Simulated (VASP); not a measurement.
# BaTe (P4mm) in VASP: further runs

Runs on BaTe. Level: PBE. Tasks: single point.

All numbers are computed with VASP 6.6.1; they aren't measurements. Logs are shortened: lines on timing, memory, paths and dates and some standing lists are left out, and cuts for length are marked.

### 1 The cell of the first run

Symmetry: P4mm, No. 99, tetragonal system. Conventional cell: a = 4.262 Å, b = 4.262 Å, c = 4.262 Å, α = 90.00°, β = 90.00°, γ = 90.00°. Within 4.5 Å of Ba (site symmetry 4mm) lie 8 Te at 3.46 to 3.96 Å and 6 Ba at 4.26 Å. Te (site symmetry 4mm) has 8 Ba at 3.46 to 3.96 Å and 6 Te at 4.26 Å within 4.5 Å.

### 2 Single point, PBE (all Ba atoms moved +0.438 Å, as atom 1 along Cartesian [0 1 0])

The input, INCAR:

```
ALGO     = Normal         # electronic algorithm
EDIFF    = 1E-6           # SCF threshold, eV
ENCUT    = 520            # plane-wave cutoff, eV
GGA      = PE             # functional
ISIF     = 2              # what is computed and relaxed
ISMEAR   = 0              # smearing method
LASPH    = T              # aspherical terms in the spheres
LCHARG   = F              # write CHGCAR
LREAL    = F              # projectors in reciprocal space
LWAVE    = F              # write WAVECAR
NBANDS   = 15             # bands
NELM     = 100            # most SCF steps
PREC     = Accurate       # precision mode
SIGMA    = 0.05           # smearing width, eV
```

The input, KPOINTS:

```
k-points
0
Gamma
  6 6 6
```

The input, POSCAR:

```
BaTe
1.0
    4.2624660000      0.0000000000      0.0000000000
    0.0000000000      4.2624660000      0.0000000000
    0.0000000000      0.0000000000      4.2624660000
Ba Te
1 1
Direct
    0.0000000000      0.1026401149      0.0000000000
    0.5000000000      0.5000000000      0.5000000000
```

Potentials or basis: VASP PAW PBE potentials, release 64 (Ba_sv, Te).

On the command line:

```console
cat potpaw_PBE.64/Ba_sv/POTCAR potpaw_PBE.64/Te/POTCAR > POTCAR
mpirun -np 1 vasp_std > vasp.out
```

OUTCAR:

```text
EDIFF = 1E-6
   ENCUT = 520
   GGA = PE
   ISIF = 2
   ISMEAR = 0
   LASPH = T
   LREAL = F
   NELM = 100
   PREC = Accurate

 ion  position               nearest neighbor table
   1  0.000  0.103  0.000-   2 3.46   2 3.46   2 3.46   2 3.46   2 3.96   2 3.96   2 3.96   2 3.96

   2  0.500  0.500  0.500-   1 3.46   1 3.46   1 3.46   1 3.46   1 3.96   1 3.96   1 3.96   1 3.96

  LATTYP: Found a simple cubic cell.
 ALAT       =     4.2624660000

  Lattice vectors:

 A1 = (   4.2624660000,   0.0000000000,   0.0000000000)
 A2 = (   0.0000000000,   4.2624660000,   0.0000000000)
 A3 = (   0.0000000000,   0.0000000000,   4.2624660000)

Analysis of symmetry for initial positions (statically):
=====================================================================
 Subroutine PRICEL returns:
 Original cell was already a primitive cell.

 Routine SETGRP: Setting up the symmetry group for a
 simple cubic supercell.

 Subroutine GETGRP returns: Found  8 space group operations
 (whereof  8 operations were pure point group operations)
 out of a pool of 48 trial point group operations.

The static configuration has the point symmetry C_4v.

Analysis of symmetry for dynamics (positions and initial velocities):
=====================================================================
 Subroutine PRICEL returns:
 Original cell was already a primitive cell.

 Routine SETGRP: Setting up the symmetry group for a
 simple cubic supercell.

 Subroutine GETGRP returns: Found  8 space group operations
 (whereof  8 operations were pure point group operations)
 out of a pool of 48 trial point group operations.

The dynamic configuration has the point symmetry C_4v.

 Subroutine INISYM returns: Found  8 space group operations
 (whereof  8 operations are pure point group operations),
 and found     1 'primitive' translations

----------------------------------------------------------------------------------------

                                     Primitive cell

  volume of cell :      77.4431

  direct lattice vectors                    reciprocal lattice vectors
     4.262466000  0.000000000  0.000000000     0.234605977  0.000000000  0.000000000
     0.000000000  4.262466000  0.000000000     0.000000000  0.234605977  0.000000000
     0.000000000  0.000000000  4.262466000     0.000000000  0.000000000  0.234605977

  length of vectors
     4.262466000  4.262466000  4.262466000     0.234605977  0.234605977  0.234605977

  position of ions in fractional coordinates (direct lattice)
     0.000000000  0.102640115  0.000000000
     0.500000000  0.500000000  0.500000000

  ion indices of the primitive-cell ions
[... 88 lines left out ...]
   EMIN   =  10.00;   EMAX   =-10.00  energy-range for DOS
   EFERMI =   0.00;   METHOD = LEGACY
   ISMEAR =     0;   SIGMA  =   0.05  broadening in eV -4-tet -1-fermi 0-gaus
   EFERMI_NEDOS =   21; number of points for ismear=-14 and -15
   IALGO  =     38    algorithm
   IMIX   =      4    mixing-type and parameters
     AMIX     =   0.40;   BMIX     =  1.00
     AMIX_MAG =   1.60;   BMIX_MAG =  1.00
  volume/ion in A,a.u.               =      38.72       261.31
  Fermi-wavevector in a.u.,A,eV,Ry     =   0.967804  1.828884 12.743813  0.936644
  Thomas-Fermi vector in A             =   2.097720
   LORBIT       =      0    0 simple, 1 ext, 2 COOP (PROOUT), +10 PAW based schemes
   GGA     = PE    functional components
   LHFCALC =     F    Hartree Fock is set to
   AEXX    =    0.0000 exact exchange contribution
   IVDW    =     0    specifies the selected vdW correction
   LEPSILON=     F    determine dielectric tensor
   LRPA    =     F    only Hartree local field effects (RPA)
 non-spin polarized calculation
 Gauss-broadening in eV      SIGMA  =   0.05
  energy-cutoff  :      520.00
  volume of cell :       77.44
 maximum number of plane-waves:      2176
 NGX is ok and might be reduce to    32
   NGX = 15   NGY = 15   NGZ = 15

 number of electron      16.0000000 magnetization

 Free energy of the ion-electron system (eV)
  ---------------------------------------------------
  ext. energy  EPLUGINS =         0.00000000
  ---------------------------------------------------
  free energy    TOTEN  =        -8.18666183 eV

  energy without entropy =       -8.18666183  energy(sigma->0) =       -8.18666183

 E-fermi :   3.8956     XC(G=0):  -8.7502

 val. band max:        3.6428127279   @ k =   0.5000   0.0000   0.5000
 cond. band min:       4.5488189864   @ k =   0.0000   0.0000   0.0000
 fundamental gap:      0.9060062585
 Fermi energy:         3.8956213107

 k-point     1 :       0.0000    0.0000    0.0000
  band No.  band energies     occupation
      1     -24.2366      2.00000
      2      -9.3401      2.00000
      3      -9.2847      2.00000
      4      -9.2847      2.00000
      5      -6.5628      2.00000
      6       2.8954      2.00000
      7       3.3495      2.00000
      8       3.3495      2.00000
      9       4.5488      0.00000
     10       5.4384      0.00000
     11       6.1426      0.00000
     12       8.2461      0.00000
     13       8.5186      0.00000
     14       8.5186      0.00000
[... 401 lines left out ...]
      2      -9.6826      2.00000
      3      -9.3853      2.00000
      4      -9.3378      2.00000
      5      -5.9600      2.00000
      6       1.2975      2.00000
      7       2.2677      2.00000
      8       2.7999      2.00000
      9       5.8156      0.00000
     10       6.8087      0.00000
     11       7.2213      0.00000
     12       8.2900      0.00000
     13       8.9668      0.00000
     14       9.4185      0.00000
     15      10.8165      0.00000

 [... further k-points ...]

------------------------ aborting loop because EDIFF is reached ----------------------------------------

  FORCE on cell =-STRESS in cart. coord.  units (eV):
  Direction    XX          YY          ZZ          XY          YZ          ZX
  --------------------------------------------------------------------------------------
  -------------------------------------------------------------------------------------
  Total        0.7629048      0.5496183      0.7629048     -0.0000000      0.0000000      0.0000000
  in kB       15.7833128     11.3707475     15.7833128     -0.0000000      0.0000000      0.0000000
  external PRESSURE =      14.3124577 kB  Pullay stress =       0.0000000 kB

 VOLUME and BASIS-vectors are now :
 -----------------------------------------------------------------------------
  energy-cutoff  :      520.00
  volume of cell :       77.44
      direct lattice vectors                 reciprocal lattice vectors
     4.262466000  0.000000000  0.000000000     0.234605977  0.000000000  0.000000000
     0.000000000  4.262466000  0.000000000     0.000000000  0.234605977  0.000000000
     0.000000000  0.000000000  4.262466000     0.000000000  0.000000000  0.234605977

 POSITION                                       TOTAL-FORCE (eV/Angst)
 -----------------------------------------------------------------------------------
      0.00000      0.43750      0.00000         0.000000     -0.519338     -0.000000
      2.13123      2.13123      2.13123        -0.000000      0.519338      0.000000
 -----------------------------------------------------------------------------------
    total drift:                                0.000000      0.000407     -0.000000

  FREE ENERGIE OF THE ION-ELECTRON SYSTEM (eV)
  ---------------------------------------------------
  free  energy   TOTEN  =        -8.1866618309 eV

  energy  without entropy=       -8.1866618309  energy(sigma->0) =       -8.18666183
```

OSZICAR:

```text
N       E                     dE             d eps       ncg     rms          rms(c)
DAV:   1     0.732909488145E+02    0.73291E+02   -0.62289E+03  1200   0.885E+02
DAV:   2    -0.354643426731E+01   -0.76837E+02   -0.71249E+02  1585   0.158E+02
DAV:   3    -0.823982781782E+01   -0.46934E+01   -0.46611E+01  1872   0.393E+01
DAV:   4    -0.831512083435E+01   -0.75293E-01   -0.75278E-01  1443   0.499E+00
DAV:   5    -0.831628507089E+01   -0.11642E-02   -0.11642E-02  1777   0.555E-01    0.389E+00
DAV:   6    -0.818992917170E+01    0.12636E+00   -0.11894E-01  1480   0.206E+00    0.247E+00
DAV:   7    -0.818207128390E+01    0.78579E-02   -0.11525E-01  1578   0.211E+00    0.758E-01
DAV:   8    -0.818608891555E+01   -0.40176E-02   -0.15194E-02  1284   0.798E-01    0.229E-01
DAV:   9    -0.818642685562E+01   -0.33794E-03   -0.53874E-04  1613   0.188E-01    0.110E-01
DAV:  10    -0.818663197458E+01   -0.20512E-03   -0.20045E-04  1382   0.102E-01    0.263E-02
DAV:  11    -0.818666341523E+01   -0.31441E-04   -0.48684E-05  1545   0.475E-02    0.154E-02
DAV:  12    -0.818666215586E+01    0.12594E-05   -0.29700E-06  1457   0.126E-02    0.790E-03
DAV:  13    -0.818666183094E+01    0.32492E-06   -0.38930E-07  1055   0.432E-03
   1 F= -.81866618E+01 E0= -.81866618E+01  d E =-.103100E-14
```

stdout:

```text
POSCAR found type information on POSCAR BaTe
 POSCAR found :  2 types and       2 ions
 scaLAPACK will be used
 LDA part: xc-table for (Slater+PW92), standard interpolation
 POSCAR, INCAR and KPOINTS ok, starting setup
 FFT: planning ... GRIDC
 FFT: planning ... GRID_SOFT
 FFT: planning ... GRID
 WAVECAR not read
 entering main loop
```

It took 22 s on 1 thread of Intel Xeon Platinum 8259CL at 2.50GHz (Skylake/Cascade Lake), shared host; peak memory 0.2 GiB.

Results:

```yaml
Free_energy: -8.1867 eV
Pressure: 1.4 GPa
Largest_force: 0.519 eV/Å
Band_gap_on_the_k_mesh: 0.91 eV, indirect (least direct gap 1.20 eV)
```

Forces on the atoms (eV/Å):
```
Ba   0.000 -0.519  0.000
Te   0.000  0.519  0.000
```

Caveat: the cell differs from its parent crystal (all Ba atoms moved +0.438 Å, as atom 1 along Cartesian [0 1 0]); spin-orbit coupling is left out, which moves the levels of the heavy elements.

[end of part 1 of 2]
